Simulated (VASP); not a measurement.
A run of VASP 6.6.1:

File INCAR:

```
PREC = Accurate
ENCUT = 520
EDIFF = 1E-6
ISMEAR = 0
SIGMA = 0.1
LREAL = F
LASPH = T
NELM = 100
ALGO = Normal
ISIF = 2
LWAVE = F
LCHARG = F
GGA = PE
NBANDS = 24
```

KPOINTS

```
regular mesh
0
Gamma
  18 18 18
```

POSCAR

```
CoPdO2
1.0
    1.4316899074      0.8265865534      5.9577715763
   -1.4316899074      0.8265865534      5.9577715763
    0.0000000000     -1.6531731068      5.9577715763
Co Pd O
1 1 2
Direct
    0.5000000000      0.5000000000      0.5000000000
    0.0000000000      0.0000000000      0.0000000000
    0.8875240000      0.8875240000      0.8875240000
    0.1124760000      0.1124760000      0.1124760000
```

Potentials or basis: VASP PAW PBE potentials, release 64 (Co, Pd, O).

The run is started by

```sh
$ cat potpaw_PBE.64/Co/POTCAR potpaw_PBE.64/Pd/POTCAR potpaw_PBE.64/O/POTCAR > POTCAR
$ mpirun -np 1 vasp_std > vasp.out
```

Hardware: 1 thread of Intel(R) Xeon(R) 6975P-C (Granite Rapids), on a shared host.

Task: How long does it take, and how much memory?

Result: It took 23 min on 1 thread of Intel(R) Xeon(R) 6975P-C (Granite Rapids), on a shared host, peak memory 0.8 GiB. Counts: scf iterations 19, k points 580.
